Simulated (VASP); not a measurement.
# HfO2 (Fm-3m) in VASP: vibrations by perturbation theory with PBE

Aim: the vibrations by perturbation theory of HfO2 with PBE.

Everything below comes from runs of VASP 6.6.1. Logs are shortened: lines on timing, memory, paths and dates and some standing lists are left out, and cuts for length are marked.

## 1. The cell of the first run

Symmetry: Fm-3m, No. 225, cubic system. Conventional cell: a = 5.098 Å, b = 5.098 Å, c = 5.098 Å, α = 90.00°, β = 90.00°, γ = 90.00°. Hf (site symmetry m-3m) has 8 O at 2.21 Å within 2.9 Å. O (site symmetry -43m) has 4 Hf at 2.21 Å and 6 O at 2.55 Å within 2.9 Å.

## 2. Vibrations by perturbation theory, PBE

INCAR reads:

```
PREC = Accurate
ENCUT = 520
EDIFF = 1E-8
ISMEAR = 0
SIGMA = 0.01
LREAL = F
LASPH = T
NELM = 60
ALGO = Normal
ISIF = 2
LWAVE = F
LCHARG = T
GGA = PE
NBANDS = 18
IBRION = 8
NSW = 1
LEPSILON = T
```

KPOINTS reads:

```
regular mesh
0
Gamma
  8 8 8
```

POSCAR reads:

```
HfO2
1.0
    0.0000000000      2.5487792537      2.5487792537
    2.5487792537      0.0000000000      2.5487792537
    2.5487792537      2.5487792537      0.0000000000
Hf O
1 2
Direct
    0.0000000000      0.0000000000      0.0000000000
    0.7500000000      0.7500000000      0.7500000000
    0.2500000000      0.2500000000      0.2500000000
```

Potentials or basis: VASP PAW PBE potentials, release 64 (Hf_pv, O).

On the command line:

```console
> cat potpaw_PBE.64/Hf_pv/POTCAR potpaw_PBE.64/O/POTCAR > POTCAR
> mpirun -np 1 vasp_std > vasp.out
```

OUTCAR:

```text
PREC = Accurate
   ENCUT = 520
   EDIFF = 1E-8
   ISMEAR = 0
   LREAL = F
   LASPH = T
   NELM = 60
   ISIF = 2
   GGA = PE
   IBRION = 8
   NSW = 1
   LEPSILON = T

 ion  position               nearest neighbor table
   1  0.000  0.000  0.000-   2 2.21   3 2.21   2 2.21   2 2.21   2 2.21   3 2.21   3 2.21   3 2.21

   2  0.750  0.750  0.750-   1 2.21   1 2.21   1 2.21   1 2.21
   3  0.250  0.250  0.250-   1 2.21   1 2.21   1 2.21   1 2.21

  LATTYP: Found a face centered cubic cell.
 ALAT       =     5.0975585074

  Lattice vectors:

 A1 = (   0.0000000000,   2.5487792537,   2.5487792537)
 A2 = (   2.5487792537,   0.0000000000,   2.5487792537)
 A3 = (   2.5487792537,   2.5487792537,   0.0000000000)

Analysis of symmetry for initial positions (statically):
=====================================================================
 Subroutine PRICEL returns:
 Original cell was already a primitive cell.

 Routine SETGRP: Setting up the symmetry group for a
 face centered cubic supercell.

 Subroutine GETGRP returns: Found 48 space group operations
 (whereof 48 operations were pure point group operations)
 out of a pool of 48 trial point group operations.

The static configuration has the point symmetry O_h .

Analysis of symmetry for dynamics (positions and initial velocities):
=====================================================================
 Subroutine PRICEL returns:
 Original cell was already a primitive cell.

 Routine SETGRP: Setting up the symmetry group for a
 face centered cubic supercell.

 Subroutine GETGRP returns: Found 48 space group operations
 (whereof 48 operations were pure point group operations)
 out of a pool of 48 trial point group operations.

The dynamic configuration has the point symmetry O_h .

 Subroutine INISYM returns: Found 48 space group operations
 (whereof 48 operations are pure point group operations),
 and found     1 'primitive' translations

----------------------------------------------------------------------------------------

                                     Primitive cell

  volume of cell :      33.1151

  direct lattice vectors                    reciprocal lattice vectors
     0.000000000  2.548779254  2.548779254    -0.196172344  0.196172344  0.196172344
     2.548779254  0.000000000  2.548779254     0.196172344 -0.196172344  0.196172344
     2.548779254  2.548779254  0.000000000     0.196172344  0.196172344 -0.196172344

  length of vectors
     3.604518188  3.604518188  3.604518188     0.339780466  0.339780466  0.339780466

  position of ions in fractional coordinates (direct lattice)
     0.000000000  0.000000000  0.000000000
     0.750000000  0.750000000  0.750000000
     0.250000000  0.250000000  0.250000000

  ion indices of the primitive-cell ions
   primitive index   ion index
[... 676 lines left out ...]

--------------------------------------- Ionic step        2  -------------------------------------------

------------------------ aborting loop because EDIFF is reached ----------------------------------------

--------------------------------------- Ionic step        3  -------------------------------------------

------------------------ aborting loop because EDIFF is reached ----------------------------------------

 PIEZOELECTRIC TENSOR FIELD DIRECTION 3  (e Angst)
 -----------------------------------------------------------------------------
     0.00002  0.00000  0.00000           ( -0.00001  0.00000  0.00000)
     0.00000  0.00002  0.00000           (  0.00000 -0.00001  0.00000)
     0.00000 -0.00000 -0.00042           (  0.00000  0.00000  0.00000)

 PIEZOELECTRIC TENSOR FIELD DIRECTION 3  (C/m^2)
 -----------------------------------------------------------------------------
     0.00001  0.00000  0.00000
     0.00000  0.00001  0.00000
     0.00000 -0.00000 -0.00020

--------------------------------------- Ionic step        4  -------------------------------------------

------------------------ aborting loop because EDIFF is reached ----------------------------------------

[... ionic steps 5 to 6 ...]

--------------------------------------- Ionic step        7  -------------------------------------------

 Free energy of the ion-electron system (eV)
  ---------------------------------------------------
  ---------------------------------------------------
  free energy    TOTEN  =        -0.36826916 eV

  energy without entropy =       -0.36826916

------------------------ aborting loop because EDIFF is reached ----------------------------------------

 INTERNAL STRAIN TENSOR  FOR ION    2  DIRECTION 1   (eV/Angst):
 -----------------------------------------------------------------------------
     0.00098  0.00000  0.00000
     0.00000 -0.00039  6.06518
     0.00000  6.06518 -0.00039

 MACROSCOPIC STATIC DIELECTRIC TENSOR (including local field effects in DFT)
 ------------------------------------------------------
           5.262541    -0.000000     0.000000
           0.000000     5.262541    -0.000000
          -0.000000     0.000000     5.262541
 ------------------------------------------------------

 PIEZOELECTRIC TENSOR (including local field effects)  for field in x, y, z        (e  Angst)
          XX          YY          ZZ          XY          YZ          ZX
  --------------------------------------------------------------------------------
  x     0.00000     0.00000     0.00000     0.00000     0.00000     0.00000
  y     0.00000     0.00000     0.00000     0.00000     0.00000     0.00000
  z     0.00000     0.00000     0.00000     0.00000     0.00000     0.00000

 PIEZOELECTRIC TENSOR (including local field effects)  for field in x, y, z        (C/m^2)
          XX          YY          ZZ          XY          YZ          ZX
  --------------------------------------------------------------------------------
  x     0.00000     0.00000     0.00000     0.00000     0.00000     0.00000
  y     0.00000     0.00000     0.00000     0.00000     0.00000     0.00000
  z     0.00000     0.00000     0.00000     0.00000     0.00000     0.00000

 BORN EFFECTIVE CHARGES (including local field effects) (in |e|, cummulative output)
 ---------------------------------------------------------------------------------
 ion    1
    1     5.51136     0.00000     0.00000
    2     0.00000     5.51136     0.00000
    3     0.00000     0.00000     5.51136
 ion    2
    1    -2.75568     0.00000     0.00000
    2     0.00000    -2.75568     0.00000
    3     0.00000     0.00000    -2.75568
 ion    3
    1    -2.75568     0.00000     0.00000
    2     0.00000    -2.75568     0.00000
    3     0.00000     0.00000    -2.75568

 INTERNAL STRAIN TENSOR FOR ION    3 for displacements in x,y,z  (eV/Angst):
          X           Y           Z          XY          YZ          ZX
  --------------------------------------------------------------------------------
  x     0.00000     0.00000     0.00000     0.00000    -6.06518     0.00000
  y     0.00000     0.00000     0.00000     0.00000     0.00000    -6.06518
  z     0.00000     0.00000     0.00000    -6.06518     0.00000     0.00000

 SECOND DERIVATIVES (NOT SYMMETRIZED)
 ------------------------------------
               1X          1Y          1Z          2X          2Y          2Z          3X          3Y          3Z
  1X    -4.355396    0.000000    0.000000    2.177698    0.000000    0.000000    2.177698    0.000000    0.000000
  1Y     0.000000   -4.355396    0.000000    0.000000    2.177698    0.000000    0.000000    2.177698    0.000000
  1Z     0.000000    0.000000   -4.355396    0.000000    0.000000    2.177698    0.000000    0.000000    2.177698
  2X     2.166078    0.000000    0.000000  -10.279550    0.000000    0.000000    8.113473    0.000000    0.000000
  2Y     0.000000    2.166078   -0.000000    0.000000  -10.279550    0.000000    0.000000    8.113473    0.000000
  2Z     0.000000   -0.000000    2.166078    0.000000    0.000000  -10.279550    0.000000    0.000000    8.113473
  3X     2.166078    0.000000    0.000000    8.113473    0.000000    0.000000  -10.279550    0.000000    0.000000
  3Y     0.000000    2.166078   -0.000000    0.000000    8.113473    0.000000    0.000000  -10.279550    0.000000
  3Z     0.000000   -0.000000    2.166078    0.000000    0.000000    8.113473    0.000000    0.000000  -10.279550

 Eigenvectors and eigenvalues of the dynamical matrix
 ----------------------------------------------------

   1 f  =   16.761670 THz   105.316680 2PiTHz  559.109137 cm-1    69.320667 meV
             X         Y         Z           dx          dy          dz
      0.000000  0.000000  0.000000    -0.000000    0.000000   -0.000000
      3.823169  3.823169  3.823169     0.707055    0.008518    0.000000
      1.274390  1.274390  1.274390    -0.707055   -0.008518    0.000000
[... 43 lines left out ...]
   9 f/i=    0.006014 THz     0.037784 2PiTHz    0.200589 cm-1     0.024870 meV
             X         Y         Z           dx          dy          dz
      0.000000  0.000000  0.000000    -0.201809   -0.895953   -0.061837
      3.823169  3.823169  3.823169    -0.060584   -0.268968   -0.018564
      1.274390  1.274390  1.274390    -0.060584   -0.268968   -0.018564

--------------------------------------------------------------------------------------------------------

 MACROSCOPIC STATIC DIELECTRIC TENSOR IONIC CONTRIBUTION
 ------------------------------------------------------
          38.176862    -0.000000     0.000000
          -0.000000    38.176862     0.000000
           0.000000     0.000000    38.176862
 ------------------------------------------------------

 ELASTIC MODULI CONTR FROM IONIC RELAXATION (kBar)
 Direction    XX          YY          ZZ          XY          YZ          ZX
 --------------------------------------------------------------------------------
 XX          -0.0000     -0.0000     -0.0000      0.0000     -0.0000      0.0000
 YY          -0.0000     -0.0000     -0.0000      0.0000      0.0000     -0.0000
 ZZ          -0.0000     -0.0000     -0.0000      0.0000      0.0000      0.0000
 XY           0.0000      0.0000      0.0000   -193.5299      0.0000     -0.0000
 YZ          -0.0000      0.0000      0.0000     -0.0000   -193.5299      0.0000
 ZX           0.0000     -0.0000      0.0000     -0.0000      0.0000   -193.5299
 --------------------------------------------------------------------------------

 PIEZOELECTRIC TENSOR IONIC CONTR  for field in x, y, z        (C/m^2)
          XX          YY          ZZ          XY          YZ          ZX
  --------------------------------------------------------------------------------
  x    -0.00000     0.00000     0.00000     0.00000    -0.00000     0.00000
  y    -0.00000     0.00000     0.00000     0.00000    -0.00000    -0.00000
  z    -0.00000    -0.00000    -0.00000     0.00000     0.00000     0.00000
```

It took 13 min on 1 thread of Intel Xeon 8259CL, shared host; peak memory 0.3 GiB.

Results:

- Electronic dielectric tensor (diagonal): 5.26
- Born charges (mean of the diagonal): Hf +5.51; O -2.76 e
- Highest phonon frequency at Γ, LO-TO splitting left out: 559 cm⁻¹

Phonon frequencies in cm⁻¹ (negative: imaginary):
| q point | frequencies |
| --- | --- |
| (0.000, 0.000, 0.000) | 0 0 0 208 208 208 559 559 559 |

Electronic dielectric tensor:
```
5.26 0.00 0.00
0.00 5.26 0.00
0.00 0.00 5.26
```

Born effective charge tensors (e):
atom 1, Hf
```
5.51 0.00 0.00
0.00 5.51 0.00
0.00 0.00 5.51
```
atom 2, O
```
-2.76  0.00  0.00
 0.00 -2.76  0.00
 0.00  0.00 -2.76
```
atom 3, O
```
-2.76  0.00  0.00
 0.00 -2.76  0.00
 0.00  0.00 -2.76
```

Caveat: the cell stands under pressure or tension, which shifts response properties; spin-orbit coupling is left out, which moves the levels of the heavy elements.
